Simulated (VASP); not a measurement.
# SrTiO3 (Pm-3m) in VASP: notebook

Runs on SrTiO3. Level: PBE. Tasks: single point, relaxation of cell and atoms.

All numbers are computed with VASP 6.6.1; they aren't measurements. Logs are shortened: lines on timing, memory, paths and dates and some standing lists are left out, and cuts for length are marked.

### 1 The cell of the first run

It takes space group Pm-3m (No. 221, cubic). The conventional cell has a = 3.936 Å, b = 3.936 Å, c = 3.936 Å, α = 90.00°, β = 90.00°, γ = 90.00°. Sr (site symmetry m-3m) has 12 O at 2.78 Å and 8 Ti at 3.41 Å within 3.7 Å. Ti (site symmetry m-3m) has 6 O at 1.97 Å within 2.6 Å. O (site symmetry 4/mmm) has 2 Ti at 1.97 Å within 2.6 Å.

### 2 Single point, PBE

Input file INCAR:

```
SYSTEM = SrTiO3
  PREC = Accurate
  ENCUT = 520
  EDIFF = 1E-6
  ISMEAR = -1
  SIGMA = 0.1
  LREAL = .FALSE.
  LASPH = .TRUE.
  NELM = 100
  ALGO = Normal
  ISIF = 2
  LWAVE = .FALSE.
  LCHARG = .FALSE.
  GGA = PE
  NBANDS = 28
```

Input file KPOINTS:

```
Automatic mesh
0
Gamma
  5 5 5
  0.5 0.5 0.5
```

Input file POSCAR:

```
SrTiO3
1.0
    3.9363403979      0.0000000000      0.0000000000
    0.0000000000      3.9363403979      0.0000000000
    0.0000000000      0.0000000000      3.9363403979
Sr Ti O
1 1 3
Direct
    0.5000000000      0.5000000000      0.5000000000
    0.0000000000      0.0000000000      0.0000000000
    0.5000000000      0.0000000000      0.0000000000
    0.0000000000      0.5000000000      0.0000000000
    0.0000000000      0.0000000000      0.5000000000
```

Potentials or basis: VASP PAW PBE potentials, release 64 (Sr_sv, Ti_sv, O).

Run with:

```
$ cat potpaw_PBE.64/Sr_sv/POTCAR potpaw_PBE.64/Ti_sv/POTCAR potpaw_PBE.64/O/POTCAR > POTCAR
$ mpirun -np 1 vasp_std > vasp.out
```

OUTCAR:

```text
SYSTEM = SrTiO3
   PREC = Accurate
   ENCUT = 520
   EDIFF = 1E-6
   ISMEAR = -1
   LREAL = .FALSE.
   LASPH = .TRUE.
   NELM = 100
   ISIF = 2
   GGA = PE

 ion  position               nearest neighbor table
   1  0.500  0.500  0.500-   3 2.78   4 2.78   5 2.78   3 2.78   4 2.78   3 2.78   5 2.78   3 2.78
                             4 2.78   5 2.78   4 2.78   5 2.78   2 3.41   2 3.41   2 3.41   2 3.41
   2  0.000  0.000  0.000-   3 1.97   4 1.97   5 1.97   5 1.97   4 1.97   3 1.97   1 3.41   1 3.41
                             1 3.41   1 3.41   1 3.41   1 3.41   1 3.41   1 3.41
   3  0.500  0.000  0.000-   2 1.97   2 1.97   1 2.78   1 2.78   1 2.78   1 2.78
   4  0.000  0.500  0.000-   2 1.97   2 1.97   1 2.78   1 2.78   1 2.78   1 2.78
   5  0.000  0.000  0.500-   2 1.97   2 1.97   1 2.78   1 2.78   1 2.78   1 2.78

  LATTYP: Found a simple cubic cell.
 ALAT       =     3.9363403979

  Lattice vectors:

 A1 = (   3.9363403979,   0.0000000000,   0.0000000000)
 A2 = (   0.0000000000,   3.9363403979,   0.0000000000)
 A3 = (   0.0000000000,   0.0000000000,   3.9363403979)

Analysis of symmetry for initial positions (statically):
=====================================================================
 Subroutine PRICEL returns:
 Original cell was already a primitive cell.

 Routine SETGRP: Setting up the symmetry group for a
 simple cubic supercell.

 Subroutine GETGRP returns: Found 48 space group operations
 (whereof 48 operations were pure point group operations)
 out of a pool of 48 trial point group operations.

The static configuration has the point symmetry O_h .

Analysis of symmetry for dynamics (positions and initial velocities):
=====================================================================
 Subroutine PRICEL returns:
 Original cell was already a primitive cell.

 Routine SETGRP: Setting up the symmetry group for a
 simple cubic supercell.

 Subroutine GETGRP returns: Found 48 space group operations
 (whereof 48 operations were pure point group operations)
 out of a pool of 48 trial point group operations.

The dynamic configuration has the point symmetry O_h .

 Subroutine INISYM returns: Found 48 space group operations
 (whereof 48 operations are pure point group operations),
 and found     1 'primitive' translations

----------------------------------------------------------------------------------------

                                     Primitive cell

  volume of cell :      60.9927

  direct lattice vectors                    reciprocal lattice vectors
     3.936340398  0.000000000  0.000000000     0.254043070  0.000000000  0.000000000
     0.000000000  3.936340398  0.000000000     0.000000000  0.254043070  0.000000000
     0.000000000  0.000000000  3.936340398     0.000000000  0.000000000  0.254043070

  length of vectors
     3.936340398  3.936340398  3.936340398     0.254043070  0.254043070  0.254043070

  position of ions in fractional coordinates (direct lattice)
     0.500000000  0.500000000  0.500000000
     0.000000000  0.000000000  0.000000000
     0.500000000  0.000000000  0.000000000
     0.000000000  0.500000000  0.000000000
     0.000000000  0.000000000  0.500000000

  ion indices of the primitive-cell ions
   primitive index   ion index
                 1           1
                 2           2
                 3           3
                 4           4
                 5           5

----------------------------------------------------------------------------------------

 KPOINTS: Automatic mesh

Automatic generation of k-mesh.
 Grid dimensions read from file:
 generate k-points for:    5    5    5

 Generating k-lattice:

  Cartesian coordinates                     Fractional coordinates (reciprocal lattice)
     0.050808614  0.000000000  0.000000000     0.200000000  0.000000000  0.000000000
     0.000000000  0.050808614  0.000000000     0.000000000  0.200000000  0.000000000
     0.000000000  0.000000000  0.050808614     0.000000000  0.000000000  0.200000000

  Length of vectors
     0.050808614  0.050808614  0.050808614

  Shift w.r.t. Gamma in fractional coordinates (k-lattice)
     0.500000000  0.500000000  0.500000000

 Subroutine IBZKPT returns following result:
 ===========================================

 Found     10 irreducible k-points:

 Following reciprocal coordinates:
            Coordinates               Weight
  0.100000  0.100000  0.100000      8.000000
  0.300000  0.100000  0.100000     24.000000
  0.500000  0.100000  0.100000     12.000000
  0.300000  0.300000  0.100000     24.000000
  0.500000  0.300000  0.100000     24.000000
  0.500000  0.500000  0.100000      6.000000
  0.300000  0.300000  0.300000      8.000000
  0.500000  0.300000  0.300000     12.000000
  0.500000  0.500000  0.300000      6.000000
  0.500000  0.500000  0.500000      1.000000
   k-points           NKPTS =     10   k-points in BZ     NKDIM =     10   number of bands    NBANDS=     28
   number of dos      NEDOS =    301   number of ions     NIONS =      5
   total plane-waves  NPLWV =  27000
   dimension x,y,z NGX =    30 NGY =   30 NGZ =   30
   dimension x,y,z NGXF=    60 NGYF=   60 NGZF=   60
   ions per type =               1   1   3
   NGX,Y,Z   is equivalent  to a cutoff of  12.67, 12.67, 12.67 a.u.
   NGXF,Y,Z  is equivalent  to a cutoff of  25.34, 25.34, 25.34 a.u.
 SYSTEM =  SrTiO3
   PREC   = accura    normal or accurate (medium, high low for compatibility)
   ISTART =      0    job   : 0-new  1-cont  2-samecut
   ICHARG =      2    charge: 1-file 2-atom 10-const
   ISPIN  =      1    spin polarized calculation?
   LNONCOLLINEAR =      F non collinear calculations
   LSORBIT =      F    spin-orbit coupling
   LASPH  =      T    aspherical Exc in radial PAW
   ENCUT  =  520.0 eV  38.22 Ry    6.18 a.u.   7.32  7.32  7.32*2*pi/ulx,y,z
   NELM   =    100;   NELMIN=  2; NELMDL= -5     # of ELM steps
   EDIFF  = 0.1E-05   stopping-criterion for ELM
   LREAL  =      F    real-space projection
   EDIFFG = 0.1E-04   stopping-criterion for IOM
   NSW    =      0    number of steps for IOM
   IBRION =     -1    ionic relax: 0-MD 1-quasi-New 2-CG
   NFREE  =      0    steps in history (QN), initial steepest desc. (CG)
   ISIF   =      2    stress and relaxation
   ISYM   =      2    0-nonsym 1-usesym 2-fastsym
   POTIM  = 0.5000    time-step for ionic-motion
   TEBEG  =    0.0;   TEEND  =   0.0 temperature during run
   PSTRESS=    0.0 pullay stress
   NELECT =      40.0000    total number of electrons
   NUPDOWN=      -1.0000    fix difference up-down
   EMIN   =  10.00;   EMAX   =-10.00  energy-range for DOS
   EFERMI =   0.00;   METHOD = LEGACY
   ISMEAR =    -1;   SIGMA  =   0.10  broadening in eV -4-tet -1-fermi 0-gaus
   EFERMI_NEDOS =   21; number of points for ismear=-14 and -15
   IALGO  =     38    algorithm
   IMIX   =      4    mixing-type and parameters
     AMIX     =   0.40;   BMIX     =  1.00
     AMIX_MAG =   1.60;   BMIX_MAG =  1.00
  volume/ion in A,a.u.               =      12.20        82.32
  Fermi-wavevector in a.u.,A,eV,Ry     =   1.422336  2.687825 27.525123  2.023039
  Thomas-Fermi vector in A             =   2.543051
   LORBIT       =      0    0 simple, 1 ext, 2 COOP (PROOUT), +10 PAW based schemes
   GGA     = PE    functional components
   LHFCALC =     F    Hartree Fock is set to
   AEXX    =    0.0000 exact exchange contribution
   IVDW    =     0    specifies the selected vdW correction
   LEPSILON=     F    determine dielectric tensor
   LRPA    =     F    only Hartree local field effects (RPA)
 non-spin polarized calculation
  energy-cutoff  :      520.00
  volume of cell :       60.99
 maximum number of plane-waves:      1650
 NGX is ok and might be reduce to    30
   NGX = 15   NGY = 15   NGZ = 15

 number of electron      39.9999990 magnetization

 Free energy of the ion-electron system (eV)
  ---------------------------------------------------
  ext. energy  EPLUGINS =         0.00000000
  ---------------------------------------------------
  free energy    TOTEN  =       -40.10632447 eV

  energy without entropy =      -40.10631094  energy(sigma->0) =      -40.10631770

 E-fermi :   5.0132     XC(G=0): -11.1447

 val. band max:        3.9698030694   @ k =   0.5000   0.5000   0.5000
 cond. band min:       6.1370770855   @ k =   0.1000   0.1000   0.1000
 fundamental gap:      2.1672740161
 Fermi energy:         5.0132372830

 k-point     1 :       0.1000    0.1000    0.1000
  band No.  band energies     occupation
      1     -52.5886      2.00000
      2     -28.9157      2.00000
      3     -28.8259      2.00000
      4     -28.8259      2.00000
      5     -28.7982      2.00000
      6     -13.3586      2.00000
[... 20 lines left out ...]
     27       9.8261      0.00000
     28      10.5762      0.00000

 k-point     2 :       0.3000    0.1000    0.1000
  band No.  band energies     occupation
      1     -52.5879      2.00000
      2     -28.9472      2.00000
      3     -28.8295      2.00000
      4     -28.8244      2.00000
      5     -28.7859      2.00000
      6     -13.3950      2.00000
[... 20 lines left out ...]
     27      10.8219      0.00000
     28      11.7908      0.00000

 k-point     3 :       0.5000    0.1000    0.1000
  band No.  band energies     occupation
      1     -52.5874      2.00000
      2     -28.9690      2.00000
      3     -28.8237      2.00000
      4     -28.8235      2.00000
      5     -28.7838      2.00000
      6     -13.4735      2.00000
[... 20 lines left out ...]
     27      11.5052      0.00000
     28      12.2093      0.00000

 k-point     4 :       0.3000    0.3000    0.1000
  band No.  band energies     occupation
      1     -52.5871      2.00000
      2     -28.9297      2.00000
      3     -28.8602      2.00000
      4     -28.8246      2.00000
      5     -28.7957      2.00000
      6     -13.1787      2.00000
[... 20 lines left out ...]
     27      11.7765      0.00000
     28      11.9090      0.00000

 k-point     5 :       0.5000    0.3000    0.1000
  band No.  band energies     occupation
      1     -52.5867      2.00000
      2     -28.9294      2.00000
      3     -28.8595      2.00000
      4     -28.8222      2.00000
      5     -28.8131      2.00000
      6     -13.1056      2.00000
[... 20 lines left out ...]
     27      12.0646      0.00000
     28      12.3152      0.00000

 k-point     6 :       0.5000    0.5000    0.1000
  band No.  band energies     occupation
      1     -52.5862      2.00000
      2     -28.8814      2.00000
      3     -28.8814      2.00000
      4     -28.8548      2.00000
      5     -28.8214      2.00000
      6     -12.6801      2.00000
[... 20 lines left out ...]
     27      12.2058      0.00000
     28      12.9984      0.00000

 k-point     7 :       0.3000    0.3000    0.3000
  band No.  band energies     occupation
      1     -52.5864      2.00000
      2     -28.9078      2.00000
      3     -28.8586      2.00000
      4     -28.8586      2.00000
      5     -28.8084      2.00000
      6     -12.9074      2.00000
[... 20 lines left out ...]
     27      11.7293      0.00000
     28      11.7293      0.00000

 k-point     8 :       0.5000    0.3000    0.3000
  band No.  band energies     occupation
      1     -52.5859      2.00000
      2     -28.9042      2.00000
      3     -28.8581      2.00000
      4     -28.8576      2.00000
      5     -28.8277      2.00000
      6     -12.7501      2.00000
[... 20 lines left out ...]
     27      11.8305      0.00000
     28      11.8921      0.00000

 k-point     9 :       0.5000    0.5000    0.3000
  band No.  band energies     occupation
      1     -52.5855      2.00000
      2     -28.8796      2.00000
      3     -28.8796      2.00000
      4     -28.8568      2.00000
      5     -28.8457      2.00000
      6     -12.3275      2.00000
[... 20 lines left out ...]
     27      11.5516      0.00000
     28      12.0797      0.00000

 k-point    10 :       0.5000    0.5000    0.5000
  band No.  band energies     occupation
      1     -52.5850      2.00000
      2     -28.8785      2.00000
      3     -28.8785      2.00000
      4     -28.8785      2.00000
      5     -28.8400      2.00000
      6     -12.0919      2.00000
[... 20 lines left out ...]
     27      12.0766      0.00000
     28      12.0766      0.00000

------------------------ aborting loop because EDIFF is reached ----------------------------------------

  FORCE on cell =-STRESS in cart. coord.  units (eV):
  Direction    XX          YY          ZZ          XY          YZ          ZX
  --------------------------------------------------------------------------------------
  -------------------------------------------------------------------------------------
  Total        0.2513821      0.2513821      0.2513821      0.0000000      0.0000000     -0.0000000
  in kB        6.6033919      6.6033919      6.6033919      0.0000000      0.0000000     -0.0000000
  external PRESSURE =       6.6033919 kB  Pullay stress =       0.0000000 kB

 VOLUME and BASIS-vectors are now :
 -----------------------------------------------------------------------------
  energy-cutoff  :      520.00
  volume of cell :       60.99
      direct lattice vectors                 reciprocal lattice vectors
     3.936340398  0.000000000  0.000000000     0.254043070  0.000000000  0.000000000
     0.000000000  3.936340398  0.000000000     0.000000000  0.254043070  0.000000000
     0.000000000  0.000000000  3.936340398     0.000000000  0.000000000  0.254043070

 POSITION                                       TOTAL-FORCE (eV/Angst)
 -----------------------------------------------------------------------------------
      1.96817      1.96817      1.96817         0.000000      0.000000      0.000000
      0.00000      0.00000      0.00000         0.000000      0.000000      0.000000
      1.96817      0.00000      0.00000         0.000000      0.000000      0.000000
      0.00000      1.96817      0.00000         0.000000      0.000000      0.000000
      0.00000      0.00000      1.96817         0.000000      0.000000      0.000000
 -----------------------------------------------------------------------------------
    total drift:                                0.000000     -0.000000      0.000000

  FREE ENERGIE OF THE ION-ELECTRON SYSTEM (eV)
  ---------------------------------------------------
  free  energy   TOTEN  =       -40.1063244723 eV

  energy  without entropy=      -40.1063109362  energy(sigma->0) =      -40.10631770
```

Wall time 33 s (1 thread of Intel Xeon 8259CL, shared host); peak memory 0.18 GiB.

What came out:

* Free energy: -40.1063 eV
* Pressure: 0.7 GPa
* Band gap on the k mesh: 2.17 eV, indirect (least direct gap 2.82 eV)

Levels at points of the mesh, in eV from the valence-band top:
| k point | band 16 | band 17 | band 18 | band 19 | band 20 | band 21 | band 22 | band 23 | band 24 | band 25 |
| --- | --- | --- | --- | --- | --- | --- | --- | --- | --- | --- |
| (0.50, 0.50, 0.50) | -3.67 | -3.67 | 0.00 | 0.00 | 0.00 | 4.31 | 4.31 | 4.31 | 6.85 | 6.85 |

A k mesh can miss the band edges. Expect the measured gap to be larger: semilocal functionals such as PBE lack the derivative discontinuity.

(Part 1 of 2 ends here.)
